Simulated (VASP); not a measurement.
Crystal: In.

```
In
1.0
     5.93588    0.00000    0.00000
     0.00000    5.93588    0.00000
     0.00000    0.00000    5.93588
In
8
Direct
  0.00000 0.00000 0.00000
  0.50000 0.50000 0.50000
  0.25000 0.00000 0.50000
  0.75000 0.00000 0.50000
  0.50000 0.25000 0.00000
  0.50000 0.75000 0.00000
  0.00000 0.50000 0.25000
  0.00000 0.50000 0.75000
```

| Property | Result |
| --- | --- |
| Program | VASP 6.6.1 |
| Task | relaxation of cell and atoms |
| Functional | LDA |
| Potentials or basis | VASP PAW LDA potentials, release 64 (In_d) |
| Cutoff | 600 eV |
| k mesh | 5 × 5 × 5 |
| Occupations | fermi-dirac, width 0.1 eV |
| Spin | no spin polarisation |

At the start: pressure -1.4 GPa; volume 26.14 Å³/atom.

How do energy, volume and symmetry change on relaxing?

Over 3 steps the energy falls by 3.6 meV/atom and the volume is 25.35 Å³/atom (-3.1 %); space group Pm-3n (No. 223, to 0.05 Å).

The path:
```
step  energy change (eV)  largest force (eV/Å)  pressure (GPa)  volume (Å³)
   1              0.0000                0.0000           -1.38       209.15
   2             -0.0287                0.0000            0.10       202.38
   3             -0.0288                0.0000           -0.02       202.76
```

Final structure:
```cif
data_structure
_symmetry_space_group_name_H-M 'P 1'
_symmetry_Int_Tables_number 1
_cell_length_a 5.8749
_cell_length_b 5.8749
_cell_length_c 5.8749
_cell_angle_alpha 90.000
_cell_angle_beta 90.000
_cell_angle_gamma 90.000
_cell_volume 202.76
loop_
_atom_site_label
_atom_site_type_symbol
_atom_site_fract_x
_atom_site_fract_y
_atom_site_fract_z
_atom_site_occupancy
In1 In 0.00000 0.00000 0.00000 1
In2 In 0.50000 0.50000 0.50000 1
In3 In 0.25000 0.00000 0.50000 1
In4 In 0.75000 0.00000 0.50000 1
In5 In 0.50000 0.25000 0.00000 1
In6 In 0.50000 0.75000 0.00000 1
In7 In 0.00000 0.50000 0.25000 1
In8 In 0.00000 0.50000 0.75000 1
```
